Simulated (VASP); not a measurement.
# TaN (P-6m2) in VASP: a series of runs, part 2 of 2

VASP 6.6.1.

### Step 4. Single point, LDA

Input file INCAR:

```
  PREC = Accurate
  ENCUT = 600
  EDIFF = 1E-6
  ISMEAR = -1
  SIGMA = 0.02
  LREAL = False
  LASPH = True
  NELM = 120
  ALGO = Normal
  ISIF = 2
  LWAVE = False
  LCHARG = True
  LELF = True
  LVHAR = True
  NBANDS = 16
  GGA_COMPAT = False
```

Input file KPOINTS:

```
regular mesh
0
Gamma
  9 9 8
```

Input file POSCAR:

```
TaN
1.0
    2.9380000000      0.0000000000      0.0000000000
   -1.4690000000      2.5443826363      0.0000000000
    0.0000000000      0.0000000000      2.8830000000
Ta N
1 1
Direct
    0.3199620576      0.6580713020      0.4567466505
   -0.0133702443     -0.0085968053     -0.0432514805
```

Potentials or basis: VASP PAW LDA potentials, release 64 (Ta_sv_GW, N).

On the command line:

```sh
$ cat potpaw_LDA.64/Ta_sv_GW/POTCAR potpaw_LDA.64/N/POTCAR > POTCAR
$ mpirun -np 1 vasp_std > vasp.out
```

OUTCAR:

```text
PREC = Accurate
   ENCUT = 600
   EDIFF = 1E-6
   ISMEAR = -1
   LREAL = False
   LASPH = True
   NELM = 120
   ISIF = 2

 ion  position               nearest neighbor table
   1  0.320  0.658  0.457-   2 2.23   2 2.23   2 2.23   2 2.23   2 2.23   2 2.23
   2  0.987  0.991  0.957-   1 2.23   1 2.23   1 2.23   1 2.23   1 2.23   1 2.23

  LATTYP: Found a hexagonal cell.
 ALAT       =     2.9380000000
 C/A-ratio  =     0.9812797822

  Lattice vectors:

 A1 = (   2.9380000000,   0.0000000000,   0.0000000000)
 A2 = (  -1.4690000000,   2.5443826363,   0.0000000000)
 A3 = (   0.0000000000,   0.0000000000,   2.8830000000)

Analysis of symmetry for initial positions (statically):
=====================================================================
 Subroutine PRICEL returns:
 Original cell was already a primitive cell.

 Routine SETGRP: Setting up the symmetry group for a
 hexagonal supercell.

 Subroutine GETGRP returns: Found 12 space group operations
 (whereof  1 operations were pure point group operations)
 out of a pool of 24 trial point group operations.

The static configuration has the point symmetry C_1 .
 The point group associated with its full space group is D_3h.

Analysis of symmetry for dynamics (positions and initial velocities):
=====================================================================
 Subroutine PRICEL returns:
 Original cell was already a primitive cell.

 Routine SETGRP: Setting up the symmetry group for a
 hexagonal supercell.

 Subroutine GETGRP returns: Found 12 space group operations
 (whereof  1 operations were pure point group operations)
 out of a pool of 24 trial point group operations.

The dynamic configuration has the point symmetry C_1 .
 The point group associated with its full space group is D_3h.

 Subroutine INISYM returns: Found 12 space group operations
 (whereof  1 operations are pure point group operations),
 and found     1 'primitive' translations

----------------------------------------------------------------------------------------

                                     Primitive cell

  volume of cell :      21.5516

  direct lattice vectors                    reciprocal lattice vectors
     2.938000000  0.000000000  0.000000000     0.340367597  0.196511324  0.000000000
    -1.469000000  2.544382636  0.000000000     0.000000000  0.393022648  0.000000000
     0.000000000  0.000000000  2.883000000     0.000000000  0.000000000  0.346860909

  length of vectors
     2.938000000  2.938000000  2.883000000     0.393022648  0.393022648  0.346860909

  position of ions in fractional coordinates (direct lattice)
     0.319962058  0.658071302  0.456746651
     0.986629756  0.991403195  0.956748520

  ion indices of the primitive-cell ions
   primitive index   ion index
                 1           1
                 2           2

----------------------------------------------------------------------------------------

 KPOINTS: regular mesh

Automatic generation of k-mesh.
 Grid dimensions read from file:
 generate k-points for:    9    9    8

 Generating k-lattice:

  Cartesian coordinates                     Fractional coordinates (reciprocal lattice)
     0.037818622  0.021834592  0.000000000     0.111111111  0.000000000  0.000000000
     0.000000000  0.043669183  0.000000000     0.000000000  0.111111111  0.000000000
     0.000000000  0.000000000  0.043357614     0.000000000  0.000000000  0.125000000

  Length of vectors
     0.043669183  0.043669183  0.043357614

  Shift w.r.t. Gamma in fractional coordinates (k-lattice)
     0.000000000  0.000000000  0.000000000

 Subroutine IBZKPT returns following result:
 ===========================================

 Found     60 irreducible k-points:

 Following reciprocal coordinates:
            Coordinates               Weight
  0.000000  0.000000  0.000000      1.000000
  0.111111 -0.000000  0.000000      6.000000
  0.222222 -0.000000  0.000000      6.000000
  0.333333 -0.000000  0.000000      6.000000
  0.444444 -0.000000  0.000000      6.000000
  0.111111  0.111111  0.000000      6.000000
[... 16 lines left out ...]
  0.333333  0.222222  0.125000     24.000000
  0.333333  0.333333  0.125000      4.000000
 [... further k-points ...]
   k-points           NKPTS =     60   k-points in BZ     NKDIM =     60   number of bands    NBANDS=     16
   number of dos      NEDOS =    301   number of ions     NIONS =      2
   total plane-waves  NPLWV =  13824
   dimension x,y,z NGX =    24 NGY =   24 NGZ =   24
   dimension x,y,z NGXF=    48 NGYF=   48 NGZF=   48
   ions per type =               1   1
   NGX,Y,Z   is equivalent  to a cutoff of  13.58, 13.58, 13.84 a.u.
   NGXF,Y,Z  is equivalent  to a cutoff of  27.16, 27.16, 27.68 a.u.
 SYSTEM =  unknown system
   PREC   = accura    normal or accurate (medium, high low for compatibility)
   ISTART =      0    job   : 0-new  1-cont  2-samecut
   ICHARG =      2    charge: 1-file 2-atom 10-const
   ISPIN  =      1    spin polarized calculation?
   LNONCOLLINEAR =      F non collinear calculations
   LSORBIT =      F    spin-orbit coupling
   LASPH  =      T    aspherical Exc in radial PAW
   ENCUT  =  600.0 eV  44.10 Ry    6.64 a.u.   5.87  5.87  5.76*2*pi/ulx,y,z
   NELM   =    120;   NELMIN=  2; NELMDL= -5     # of ELM steps
   EDIFF  = 0.1E-05   stopping-criterion for ELM
   LREAL  =      F    real-space projection
   EDIFFG = 0.1E-04   stopping-criterion for IOM
   NSW    =      0    number of steps for IOM
   IBRION =     -1    ionic relax: 0-MD 1-quasi-New 2-CG
   NFREE  =      0    steps in history (QN), initial steepest desc. (CG)
   ISIF   =      2    stress and relaxation
   ISYM   =      2    0-nonsym 1-usesym 2-fastsym
   POTIM  = 0.5000    time-step for ionic-motion
   TEBEG  =    0.0;   TEEND  =   0.0 temperature during run
   PSTRESS=    0.0 pullay stress
   NELECT =      18.0000    total number of electrons
   NUPDOWN=      -1.0000    fix difference up-down
   EMIN   =  10.00;   EMAX   =-10.00  energy-range for DOS
   EFERMI =   0.00;   METHOD = LEGACY
   ISMEAR =    -1;   SIGMA  =   0.02  broadening in eV -4-tet -1-fermi 0-gaus
   EFERMI_NEDOS =   21; number of points for ismear=-14 and -15
   IALGO  =     38    algorithm
   IMIX   =      4    mixing-type and parameters
     AMIX     =   0.40;   BMIX     =  1.00
     AMIX_MAG =   1.60;   BMIX_MAG =  1.00
  volume/ion in A,a.u.               =      10.78        72.72
  Fermi-wavevector in a.u.,A,eV,Ry     =   1.541722  2.913432 32.339776  2.376906
  Thomas-Fermi vector in A             =   2.647628
   LORBIT       =      0    0 simple, 1 ext, 2 COOP (PROOUT), +10 PAW based schemes
   GGA     = CA    functional components
   LHFCALC =     F    Hartree Fock is set to
   AEXX    =    0.0000 exact exchange contribution
   IVDW    =     0    specifies the selected vdW correction
   LEPSILON=     F    determine dielectric tensor
   LRPA    =     F    only Hartree local field effects (RPA)
 non-spin polarized calculation
  energy-cutoff  :      600.00
  volume of cell :       21.55
 maximum number of plane-waves:       736
 NGX is ok and might be reduce to    24
   NGX = 11   NGY = 11   NGZ = 11

 number of electron      17.9999998 magnetization

 Free energy of the ion-electron system (eV)
  ---------------------------------------------------
  ext. energy  EPLUGINS =         0.00000000
  ---------------------------------------------------
  free energy    TOTEN  =       -27.20855011 eV

  energy without entropy =      -27.20840244  energy(sigma->0) =      -27.20847627

 E-fermi :  12.1824     XC(G=0): -13.9761

 val. band max:       12.1609709852   @ k =   0.0000   0.0000   0.3750
 cond. band min:      12.2734357796   @ k =   0.3333   0.3333   0.0000
 fundamental gap:      0.1124647944
 Fermi energy:        12.1824000121

 k-point     1 :       0.0000    0.0000    0.0000
  band No.  band energies     occupation
      1     -55.9736      2.00000
      2     -22.4895      2.00000
      3     -22.2303      2.00000
      4     -22.2303      2.00000
      5      -5.3862      2.00000
      6       7.5859      2.00000
[... 8 lines left out ...]
     15      25.0866      0.00000
     16      28.2774      0.00000
[... 419 lines left out ...]
 k-point    24 :       0.3333    0.3333    0.1250
  band No.  band energies     occupation
      1     -55.8781      2.00000
      2     -22.9949      2.00000
      3     -22.8958      2.00000
      4     -22.4485      2.00000
      5      -2.7577      2.00000
      6       5.1032      2.00000
[... 8 lines left out ...]
     15      25.9191      0.00000
     16      27.0207      0.00000

 [... further k-points ...]

------------------------ aborting loop because EDIFF is reached ----------------------------------------

  FORCE on cell =-STRESS in cart. coord.  units (eV):
  Direction    XX          YY          ZZ          XY          YZ          ZX
  --------------------------------------------------------------------------------------
  -------------------------------------------------------------------------------------
  Total       -1.3618237     -1.3618237     -1.5051990      0.0000000      0.0000000      0.0000000
  in kB     -101.2401127   -101.2401127   -111.8988581      0.0000000      0.0000000      0.0000000
  external PRESSURE =    -104.7930279 kB  Pullay stress =       0.0000000 kB

 VOLUME and BASIS-vectors are now :
 -----------------------------------------------------------------------------
  energy-cutoff  :      600.00
  volume of cell :       21.55
      direct lattice vectors                 reciprocal lattice vectors
     2.938000000  0.000000000  0.000000000     0.340367597  0.196511324  0.000000000
    -1.469000000  2.544382636  0.000000000     0.000000000  0.393022648  0.000000000
     0.000000000  0.000000000  2.883000000     0.000000000  0.000000000  0.346860909

 POSITION                                       TOTAL-FORCE (eV/Angst)
 -----------------------------------------------------------------------------------
     -0.02666      1.67439      1.31680         0.000000     -0.000000      0.000000
      1.44235      2.52251      2.75831        -0.000000      0.000000      0.000000
 -----------------------------------------------------------------------------------
    total drift:                               -0.003111      0.002217     -0.002669

  FREE ENERGIE OF THE ION-ELECTRON SYSTEM (eV)
  ---------------------------------------------------
  free  energy   TOTEN  =       -27.2085501058 eV

  energy  without entropy=      -27.2084024417  energy(sigma->0) =      -27.20847627
```

It used 50 s of CPU time on 1 thread of AMD EPYC 7R13 Processor (Zen 3), on a shared host.

What came out:

```yaml
Free_energy: -27.2086 eV
Pressure: -10.5 GPa
Band_gap_on_the_k_mesh: zero (band 9 reaches 12.27 eV, above the bottom of band 10 at 12.02 eV)
```

Caveat: spin-orbit coupling is left out, which moves the levels of the heavy elements.
